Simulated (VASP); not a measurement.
A run of VASP 6.6.1 is set up as follows.

File INCAR:

```
SYSTEM = Ni
PREC = Accurate ; ENCUT = 520
EDIFF = 1E-6 ; ISMEAR = 0
SIGMA = 0.1 ; LREAL = .FALSE.
LASPH = .TRUE. ; NELM = 150
ALGO = Normal ; ISIF = 2
LWAVE = .FALSE. ; LCHARG = .TRUE.
ISPIN = 2 ; MAGMOM = 0.75 0.75 0.75 0.75
LORBIT = 11 ; LMAXMIX = 4
GGA = PE ; LELF = .TRUE.
LVHAR = .TRUE. ; NBANDS = 32
```

Contents of KPOINTS:

```
Automatic mesh
0
G
  6 6 6
  0 0 0
```

POSCAR

```
Ni
1.0
    1.2358168164     -4.4223646361      0.0000000000
    1.2358168164      4.4223646361      0.0000000000
    0.0000000000      0.0000000000      4.1886527773
Ni
4
Direct
    0.1319454743      0.8680545257      0.9999958137
    0.6319454743      0.3680545257      0.5000041863
    0.8680545257      0.1319454743      0.0000041863
    0.3680545257      0.6319454743      0.4999958137
```

Potentials or basis: VASP PAW PBE potentials, release 64 (Ni).

Launch:

```console
$ cat potpaw_PBE.64/Ni/POTCAR > POTCAR
$ mpirun -np 1 vasp_std > vasp.out
```

(1) What does it give for the net moment?

(2) Predict the pressure.

(3) What does it give for the largest force?

Results:

(1) 2.37 μB per cell.

(2) -0.2 GPa.

(3) 0.003 eV/Å.

Caveat: the k points lie up to 0.44 Å⁻¹ apart.
